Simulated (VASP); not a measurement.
Crystal: Fe.

```
CELL_PARAMETERS angstrom
0.00000 2.31290 2.31290
2.31290 0.00000 2.31290
2.31290 2.31290 0.00000
ATOMIC_POSITIONS crystal
Fe 0.12500 0.12500 0.12500
Fe 0.87500 0.87500 0.87500
```

This cell differs from its parent crystal: volume scaled by 0.92.

Base run:

* Program: VASP 6.6.1
* Functional: LDA
* Potentials or basis: VASP PAW LDA potentials, release 64 (Fe)
* Cutoff: 520 eV
* k mesh: 13 × 13 × 13
* Occupations: fermi-dirac, width 0.1 eV
* Spin: no spin polarisation

Its results: band gap on the k mesh zero (band 8 reaches 5.30 eV, above the bottom of band 9 at 4.33 eV); pressure 15.3 GPa.

Q: The run is repeated on the same cell with these changes: potentials or basis from VASP PAW LDA potentials, release 64 (Fe) to VASP PAW LDA potentials, release 64 (Fe_sv); cutoff from 520 eV to 600 eV; further incar settings from ALGO = Normal; EDIFF = 1e-06; NBANDS = 15 to ALGO = Normal; EDIFF = 1e-06; NBANDS = 23; valence electrons from 16 to 32. What comes out?

A: Band gap on the k mesh zero (band 16 reaches 10.82 eV, above the bottom of band 17 at 9.86 eV); pressure 16.2 GPa.

Caveats: the run has no spin polarisation, though such a crystal can be magnetic.
